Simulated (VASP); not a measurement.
The system is Sb.

```
Sb
1.0
     4.16443    0.00000    0.00000
    -2.08222    3.60650    0.00000
     0.00000    0.00000    6.93887
Sb
4
Direct
  0.00000 0.00000 0.80256
  0.00000 0.00000 0.19744
  0.33333 0.66667 0.61461
  0.66667 0.33333 0.38539
```

The cell was built from a structure type or drawn by symmetry, and may not be a known phase.

| Quantity | Value |
| --- | --- |
| Program | VASP 6.6.1 |
| Task | relaxation of cell and atoms |
| Functional | PBE |
| Potentials or basis | VASP PAW PBE potentials, release 64 (Sb) |
| Cutoff | 600 eV |
| k mesh | 6 × 6 × 4 |
| Occupations | gaussian, width 0.1 eV |
| Spin | no spin polarisation |

At the start: pressure 25.9 GPa; volume 26.05 Å³/atom.

Problem. Where does the relaxation end?

Solution. Over 28 steps the energy falls by 673.7 meV/atom and the volume is 37.44 Å³/atom (+43.7 %); space group P-3m1 (No. 164, to 0.1 Å) before and after.

Step by step:
| step | energy change (eV) | largest force (eV/Å) | pressure (GPa) | volume (Å³) |
| --- | --- | --- | --- | --- |
| 1 | 0.0000 | 1.3235 | 25.88 | 104.22 |
| 2 | -1.2550 | 0.7781 | -6.32 | 181.45 |
| 3 | -2.3090 | 0.4950 | -0.17 | 141.35 |
| 4 | -2.3097 | 0.4876 | 0.10 | 140.53 |
| 5 | -2.3562 | 0.3971 | 0.00 | 141.23 |
| 6 | -2.4917 | 0.0936 | 0.27 | 143.14 |
| 7 | -2.4515 | 1.1901 | 2.23 | 146.13 |
| 8 | -2.5384 | 0.4435 | 0.87 | 144.54 |
| 9 | -2.5743 | 0.4403 | 0.42 | 146.63 |
| 10 | -2.6335 | 0.3733 | -0.53 | 152.67 |
| 11 | -2.6153 | 0.2345 | -1.44 | 163.76 |
| 12 | -2.6426 | 0.2619 | -0.97 | 157.09 |
| 13 | -2.6667 | 0.2376 | -0.33 | 154.81 |
| 14 | -2.6688 | 0.2294 | -0.08 | 153.98 |
| 15 | -2.6688 | 0.2287 | -0.06 | 153.88 |
| 16 | -2.6729 | 0.1573 | -0.20 | 153.70 |
| 17 | -2.6770 | 0.1892 | -0.61 | 153.16 |
| 18 | -2.6787 | 0.1873 | -0.56 | 152.72 |
| 19 | -2.6827 | 0.1803 | -0.41 | 151.42 |
| 20 | -2.6865 | 0.1646 | -0.06 | 148.83 |
| 21 | -2.6880 | 0.1303 | 0.01 | 148.78 |
| 22 | -2.6902 | 0.0636 | 0.22 | 148.62 |
| 23 | -2.6912 | 0.0538 | 0.10 | 149.15 |
| 24 | -2.6918 | 0.0553 | -0.10 | 149.96 |
| 25 | -2.6922 | 0.0501 | -0.08 | 149.93 |
| 26 | -2.6929 | 0.0813 | 0.00 | 149.85 |
| 27 | -2.6936 | 0.0622 | -0.02 | 149.83 |
| 28 | -2.6948 | 0.0376 | -0.05 | 149.76 |

Final structure:
```
Sb
1.0
     4.28693    0.00000    0.00000
    -2.14346    3.71259    0.00000
     0.00000    0.00000    9.40995
Sb
4
Direct
  0.00000 0.00000 0.79336
  0.00000 0.00000 0.20664
  0.33333 0.66667 0.62731
  0.66667 0.33333 0.37269
```

Caveat: the volume moved by over 15 % at a fixed basis, so the end points are rough.
